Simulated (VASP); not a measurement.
Here is a VASP 6.6.1 calculation.

Contents of INCAR:

```
PREC = Accurate
ENCUT = 520
EDIFF = 1E-6
ISMEAR = 0
SIGMA = 0.1
LREAL = F
LASPH = T
NELM = 100
ALGO = Normal
ISIF = 2
LWAVE = F
LCHARG = T
GGA = PE
LELF = T
LVHAR = T
NBANDS = 17
```

The input KPOINTS:

```
regular mesh
0
Gamma
  18 18 18
```

File POSCAR:

```
Hf
1.0
    1.5249244346     -5.0644602469      0.0000000000
    1.5249244346      5.0644602469      0.0000000000
    0.0000000000      0.0000000000      3.0825780327
Hf
2
Direct
    0.8549397194      0.1450602806      0.2500000000
    0.1450602806      0.8549397194      0.7500000000
```

Potentials or basis: VASP PAW PBE potentials, release 64 (Hf_pv).

Command:

```bash
$ cat potpaw_PBE.64/Hf_pv/POTCAR > POTCAR
$ mpirun -np 1 vasp_std > vasp.out
```

(1) What does it give for the largest force?

(2) Estimate the pressure.

(3) What does it give for the band gap on the k mesh?

## Answers

(1) 0.042 eV/Å.

(2) -0.4 GPa.

(3) zero (band 10 reaches 4.80 eV, above the bottom of band 11 at 3.64 eV).

Caveat: spin-orbit coupling is left out, which moves the levels of the heavy elements.
